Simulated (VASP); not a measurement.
Crystal: InP.

```
In P
1.0
     0.00000    2.93050    2.93050
     2.93050    0.00000    2.93050
     2.93050    2.93050    0.00000
In P
1 1
Direct
  0.00000 0.00000 0.00000
  0.75000 0.75000 0.75000
```

```yaml
Program: VASP 6.6.1
Task: relaxation of cell and atoms
Functional: revPBE
Potentials_or_basis: VASP PAW PBE potentials, release 64 (In_d, P)
Cutoff: 600 eV
k_mesh: 8 × 8 × 8
Occupations: fermi-dirac, width 0.05 eV
Spin: no spin polarisation
```

At the start: pressure 4.6 GPa; volume 25.17 Å³/atom.

**Question.** Where does the relaxation end?

**Answer.** Over 3 steps the energy falls by 24.7 meV/atom and the volume is 26.99 Å³/atom (+7.3 %); space group F-43m (No. 216, to 0.05 Å).

Step by step:
| step | energy change (eV) | largest force (eV/Å) | pressure (GPa) | volume (Å³) |
| --- | --- | --- | --- | --- |
| 1 | 0.0000 | 0.0000 | 4.63 | 50.33 |
| 2 | -0.0393 | 0.0000 | -1.71 | 55.81 |
| 3 | -0.0494 | 0.0000 | 0.01 | 53.99 |

Final structure:
```yaml
crystal:
  lattice:
    - [0.00000, 2.99975, 2.99975]
    - [2.99975, 0.00000, 2.99975]
    - [2.99975, 2.99975, 0.00000]
  atoms:
    - { symbol: In, position: [0.00000, 0.00000, 0.00000] }
    - { symbol: P, position: [0.75000, 0.75000, 0.75000] }
```

Caveat: the PAW data sets were made with another functional, which shifts forces and pressure a little.
